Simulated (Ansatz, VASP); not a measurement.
This is a calculation of I for VASP 6.6.1.

The input INCAR:

```
PREC = Accurate ; ENCUT = 600
EDIFF = 1E-6 ; ISMEAR = -1
SIGMA = 0.05 ; LREAL = F
LASPH = T ; NELM = 60
ALGO = Normal ; ISIF = 3
LWAVE = F ; LCHARG = F
GGA = RP ; IVDW = 12
IBRION = 2 ; NSW = 80
EDIFFG = -0.02
```

File KPOINTS:

```
regular mesh
0
Gamma
  9 9 9
```

Contents of POSCAR:

```
I
1.0
    0.0000000000      2.3656004428      3.9098401324
    2.1922454667      0.0000000000      3.9098401324
    2.1922454667      2.3656004428      0.0000000000
I
1
Direct
    0.0000000000      0.0000000000      0.0000000000
```

Potentials or basis: VASP PAW PBE potentials, release 64 (I).

Run with:

```bash
$ cat potpaw_PBE.64/I/POTCAR > POTCAR
$ mpirun -np 1 vasp_std > vasp.out
```

Q: Translate it to Ansatz 0.2.0. Potentials there: all-electron LAPW, scalar-relativistic.

A: As run (the cutoff follows the program's own potentials):

The input input.yaml:

```yaml
crystal:
  lattice:
    - [0.0, 2.3656004428, 3.9098401324]
    - [2.1922454667, 0.0, 3.9098401324]
    - [2.1922454667, 2.3656004428, 0.0]
  atoms:
    - { symbol: I, position: [0.0, 0.0, 0.0] }
kpoints:
  mp_grid: { grid: [9, 9, 9] }
scf:
  occupations: { method: fermi_dirac, width: 0.05 }
hamiltonian:
  xc: rpbe
  dispersion: d3bj
  pseudopotentials: { kind: all_electron, lapw: { basis_error: 0.001 } }
output:
  forces: true
  stress: true
relax:
  f_tol: 0.02
  max_steps: 60
  cell: {}
```

Potentials or basis: all-electron LAPW, scalar-relativistic.

Launch:

```console
$ ansatz run input.yaml --threads 1 --pin off --max-ram 3072MiB --backend cpu --events-out ev --progress --plain --runs-dir out
```

Both were run:

|  | VASP | Ansatz | Ansatz less VASP |
| --- | --- | --- | --- |
| gap on the k mesh at the Fermi level, each at its own relaxed structure (eV) | none | none | - |
| relaxed volume (Å³/atom) | 26.10 | 26.15 | +0.051 |
| relaxed length of the cell vector where the two differ most in proportion (Å) | 3.006 | 3.009 | +0.0033 |

VASP's potentials were made for PBE, not for RPBE. A gap of «none» marks a metal or a gap that the smearing closes. Ansatz ran all-electron here, and VASP with PAW potentials.

Spin-orbit coupling is off throughout. Noted on VASP's run: the volume moved by over 15 % at a fixed basis, so the end points are rough. Noted on Ansatz's run: the volume moved by over 15 % at a fixed basis, so the end points are rough.
